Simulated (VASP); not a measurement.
# SrO in VASP: further runs

SrO is run at these levels: PBE; tasks: single point.

Program: VASP 6.6.1. These are calculated values, not measurements. Logs are shortened: lines on timing, memory, paths and dates and some standing lists are left out, and cuts for length are marked.

## (1) The cell of the first run

The structure is cubic, space group Fm-3m (No. 225). Conventional cell: a = 4.883 Å, b = 4.883 Å, c = 4.883 Å, α = 90.00°, β = 90.00°, γ = 90.00°. Within 3.2 Å of Sr (site symmetry m-3m) lie 6 O at 2.44 Å. Within 3.2 Å of O (site symmetry m-3m) lie 6 Sr at 2.44 Å.

## (2) Single point, PBE (strain -0.050 along x and y, -0.050 along z)

The input, INCAR:

```
ALGO = Normal ; EDIFF = 1E-7
ENCUT = 520 ; GGA = PE
ISIF = 2 ; ISMEAR = 0
LASPH = True ; LCHARG = True
LELF = True ; LREAL = False
LVHAR = True ; LWAVE = False
NBANDS = 15 ; NELM = 80
PREC = Accurate ; SIGMA = 0.05
```

The input, KPOINTS:

```
k-points
0
Gamma
  8 8 8
```

The input, POSCAR:

```
SrO
1.0
    0.0000000000      2.4413100000      2.4413100000
    2.4413100000      0.0000000000      2.4413100000
    2.4413100000      2.4413100000      0.0000000000
Sr O
1 1
Direct
    0.0000000000      0.0000000000      0.0000000000
    0.5000000000      0.5000000000      0.5000000000
```

Potentials or basis: VASP PAW PBE potentials, release 64 (Sr_sv, O).

Started as:

```bash
> cat potpaw_PBE.64/Sr_sv/POTCAR potpaw_PBE.64/O/POTCAR > POTCAR
> mpirun -np 1 vasp_std > vasp.out
```

OUTCAR:

```text
EDIFF = 1E-7
   ENCUT = 520
   GGA = PE
   ISIF = 2
   ISMEAR = 0
   LASPH = True
   LREAL = False
   NELM = 80
   PREC = Accurate

 ion  position               nearest neighbor table
   1  0.000  0.000  0.000-   2 2.44   2 2.44   2 2.44   2 2.44   2 2.44   2 2.44
   2  0.500  0.500  0.500-   1 2.44   1 2.44   1 2.44   1 2.44   1 2.44   1 2.44

  LATTYP: Found a face centered cubic cell.
 ALAT       =     4.8826200000

  Lattice vectors:

 A1 = (   0.0000000000,   2.4413100000,   2.4413100000)
 A2 = (   2.4413100000,   0.0000000000,   2.4413100000)
 A3 = (   2.4413100000,   2.4413100000,   0.0000000000)

Analysis of symmetry for initial positions (statically):
=====================================================================
 Subroutine PRICEL returns:
 Original cell was already a primitive cell.

 Routine SETGRP: Setting up the symmetry group for a
 face centered cubic supercell.

 Subroutine GETGRP returns: Found 48 space group operations
 (whereof 48 operations were pure point group operations)
 out of a pool of 48 trial point group operations.

The static configuration has the point symmetry O_h .

Analysis of symmetry for dynamics (positions and initial velocities):
=====================================================================
 Subroutine PRICEL returns:
 Original cell was already a primitive cell.

 Routine SETGRP: Setting up the symmetry group for a
 face centered cubic supercell.

 Subroutine GETGRP returns: Found 48 space group operations
 (whereof 48 operations were pure point group operations)
 out of a pool of 48 trial point group operations.

The dynamic configuration has the point symmetry O_h .

 Subroutine INISYM returns: Found 48 space group operations
 (whereof 48 operations are pure point group operations),
 and found     1 'primitive' translations

----------------------------------------------------------------------------------------

                                     Primitive cell

  volume of cell :      29.1004

  direct lattice vectors                    reciprocal lattice vectors
     0.000000000  2.441310000  2.441310000    -0.204808074  0.204808074  0.204808074
     2.441310000  0.000000000  2.441310000     0.204808074 -0.204808074  0.204808074
     2.441310000  2.441310000  0.000000000     0.204808074  0.204808074 -0.204808074

  length of vectors
     3.452533712  3.452533712  3.452533712     0.354737991  0.354737991  0.354737991

  position of ions in fractional coordinates (direct lattice)
     0.000000000  0.000000000  0.000000000
     0.500000000  0.500000000  0.500000000

  ion indices of the primitive-cell ions
[... 82 lines left out ...]
   ISYM   =      2    0-nonsym 1-usesym 2-fastsym
   POTIM  = 0.5000    time-step for ionic-motion
   TEBEG  =    0.0;   TEEND  =   0.0 temperature during run
   PSTRESS=    0.0 pullay stress
   NELECT =      16.0000    total number of electrons
   NUPDOWN=      -1.0000    fix difference up-down
   EMIN   =  10.00;   EMAX   =-10.00  energy-range for DOS
   EFERMI =   0.00;   METHOD = LEGACY
   ISMEAR =     0;   SIGMA  =   0.05  broadening in eV -4-tet -1-fermi 0-gaus
   EFERMI_NEDOS =   21; number of points for ismear=-14 and -15
   IALGO  =     38    algorithm
   IMIX   =      4    mixing-type and parameters
     AMIX     =   0.40;   BMIX     =  1.00
     AMIX_MAG =   1.60;   BMIX_MAG =  1.00
  volume/ion in A,a.u.               =      14.55        98.19
  Fermi-wavevector in a.u.,A,eV,Ry     =   1.341164  2.534433 24.473084  1.798721
  Thomas-Fermi vector in A             =   2.469419
   LORBIT       =      0    0 simple, 1 ext, 2 COOP (PROOUT), +10 PAW based schemes
   GGA     = PE    functional components
   LHFCALC =     F    Hartree Fock is set to
   AEXX    =    0.0000 exact exchange contribution
   IVDW    =     0    specifies the selected vdW correction
   LEPSILON=     F    determine dielectric tensor
   LRPA    =     F    only Hartree local field effects (RPA)
 non-spin polarized calculation
 Gauss-broadening in eV      SIGMA  =   0.05
  energy-cutoff  :      520.00
  volume of cell :       29.10
 maximum number of plane-waves:       817
 NGX is ok and might be reduce to    28
   NGX = 13   NGY = 13   NGZ = 13

 number of electron      16.0000003 magnetization

 Free energy of the ion-electron system (eV)
  ---------------------------------------------------
  ext. energy  EPLUGINS =         0.00000000
  ---------------------------------------------------
  free energy    TOTEN  =       -11.64667282 eV

  energy without entropy =      -11.64667282  energy(sigma->0) =      -11.64667282

 E-fermi :   2.8776     XC(G=0): -10.7847

 val. band max:        2.5287490691   @ k =   0.5000   0.5000   0.0000
 cond. band min:       5.5833327595   @ k =   0.5000   0.5000   0.0000
 fundamental gap:      3.0545836904
 Fermi energy:         2.8776431486

 k-point     1 :       0.0000    0.0000    0.0000
  band No.  band energies     occupation
      1     -29.4480      2.00000
      2     -12.8050      2.00000
      3     -10.8640      2.00000
      4     -10.8640      2.00000
      5     -10.8640      2.00000
      6       2.4753      2.00000
      7       2.4753      2.00000
      8       2.4753      2.00000
      9       7.6813      0.00000
     10       8.9892      0.00000
     11       8.9892      0.00000
     12       8.9892      0.00000
     13      11.5326      0.00000
     14      11.5326      0.00000
[... 401 lines left out ...]
      2     -14.3138      2.00000
      3     -11.4932      2.00000
      4     -11.2442      2.00000
      5     -10.0269      2.00000
      6       0.6946      2.00000
      7       1.4786      2.00000
      8       1.6279      2.00000
      9       9.4024      0.00000
     10       9.8168      0.00000
     11      12.9642      0.00000
     12      13.1587      0.00000
     13      15.5624      0.00000
     14      17.0798      0.00000
     15      17.8436      0.00000

 [... further k-points ...]
[... 5 lines left out ...]
  --------------------------------------------------------------------------------------
  -------------------------------------------------------------------------------------
  Total        4.5568403      4.5568403      4.5568403      0.0000000     -0.0000000      0.0000000
  in kB      250.8855245    250.8855245    250.8855245      0.0000000     -0.0000000      0.0000000
  external PRESSURE =     250.8855245 kB  Pullay stress =       0.0000000 kB

 VOLUME and BASIS-vectors are now :
 -----------------------------------------------------------------------------
  energy-cutoff  :      520.00
  volume of cell :       29.10
      direct lattice vectors                 reciprocal lattice vectors
     0.000000000  2.441310000  2.441310000    -0.204808074  0.204808074  0.204808074
     2.441310000  0.000000000  2.441310000     0.204808074 -0.204808074  0.204808074
     2.441310000  2.441310000  0.000000000     0.204808074  0.204808074 -0.204808074

 POSITION                                       TOTAL-FORCE (eV/Angst)
 -----------------------------------------------------------------------------------
      0.00000      0.00000      0.00000        -0.000000      0.000000      0.000000
      2.44131      2.44131      2.44131         0.000000     -0.000000     -0.000000
 -----------------------------------------------------------------------------------
    total drift:                                0.000000      0.000000      0.000000

  FREE ENERGIE OF THE ION-ELECTRON SYSTEM (eV)
  ---------------------------------------------------
  free  energy   TOTEN  =       -11.6466728191 eV

  energy  without entropy=      -11.6466728191  energy(sigma->0) =      -11.64667282
```

OSZICAR:

```text
N       E                     dE             d eps       ncg     rms          rms(c)
DAV:   1     0.710385428831E+02    0.71039E+02   -0.87038E+03   878   0.107E+03
DAV:   2    -0.108718140216E+02   -0.81910E+02   -0.73329E+02  1211   0.232E+02
DAV:   3    -0.139007747427E+02   -0.30290E+01   -0.30126E+01  1086   0.390E+01
DAV:   4    -0.139415049483E+02   -0.40730E-01   -0.40723E-01  1091   0.455E+00
DAV:   5    -0.139425933801E+02   -0.10884E-02   -0.10884E-02  1039   0.558E-01    0.227E+01
DAV:   6    -0.117490198861E+02    0.21936E+01   -0.62144E+00   891   0.211E+01    0.264E+01
DAV:   7    -0.116561854410E+02    0.92834E-01   -0.22125E-01  1109   0.443E+00    0.154E+01
DAV:   8    -0.116442719101E+02    0.11914E-01   -0.93543E-02  1171   0.300E+00    0.121E+00
DAV:   9    -0.116460619165E+02   -0.17900E-02   -0.45601E-03  1206   0.491E-01    0.236E-01
DAV:  10    -0.116466014995E+02   -0.53958E-03   -0.53438E-04   912   0.197E-01    0.440E-02
DAV:  11    -0.116466626952E+02   -0.61196E-04   -0.70594E-05  1024   0.658E-02    0.369E-02
DAV:  12    -0.116466727901E+02   -0.10095E-04   -0.14749E-05   891   0.306E-02    0.827E-03
DAV:  13    -0.116466729452E+02   -0.15511E-06   -0.64859E-07  1087   0.725E-03    0.394E-03
DAV:  14    -0.116466728051E+02    0.14012E-06   -0.62069E-08   803   0.204E-03    0.163E-03
DAV:  15    -0.116466728191E+02   -0.13960E-07   -0.72410E-09   512   0.598E-04
   1 F= -.11646673E+02 E0= -.11646673E+02  d E =-.236090E-24
```

stdout:

```text
POSCAR found type information on POSCAR SrO
 POSCAR found :  2 types and       2 ions
 scaLAPACK will be used
 LDA part: xc-table for (Slater+PW92), standard interpolation
 POSCAR, INCAR and KPOINTS ok, starting setup
 FFT: planning ... GRIDC
 FFT: planning ... GRID_SOFT
 FFT: planning ... GRID
 WAVECAR not read
 entering main loop
```

Run time: 14 s. Hardware: 1 thread of Intel Xeon 6975P-C, shared host; peak memory 0.16 GiB.

What came out:

| Property | Result |
| --- | --- |
| Free energy | -11.6467 eV |
| Pressure | 25.1 GPa |
| Band gap on the k mesh | 3.05 eV, direct |

Levels at points of the mesh, in eV from the valence-band top:
| k point | band 5 | band 6 | band 7 | band 8 | band 9 | band 10 | band 11 | band 12 |
| --- | --- | --- | --- | --- | --- | --- | --- | --- |
| (0.00, 0.00, 0.00) | -13.39 | -0.05 | -0.05 | -0.05 | 5.15 | 6.46 | 6.46 | 6.46 |
| (0.50, 0.00, 0.00) | -12.08 | -2.54 | -1.54 | -1.54 | 7.18 | 9.70 | 9.70 | 9.72 |
| (0.50, 0.50, 0.00) | -13.98 | -0.13 | 0.00 | 0.00 | 3.05 | 9.02 | 11.16 | 11.81 |

Caveat: the cell differs from its parent crystal (strain -0.050 along x and y, -0.050 along z). A k mesh can miss the band edges.

[end of part 1 of 2]
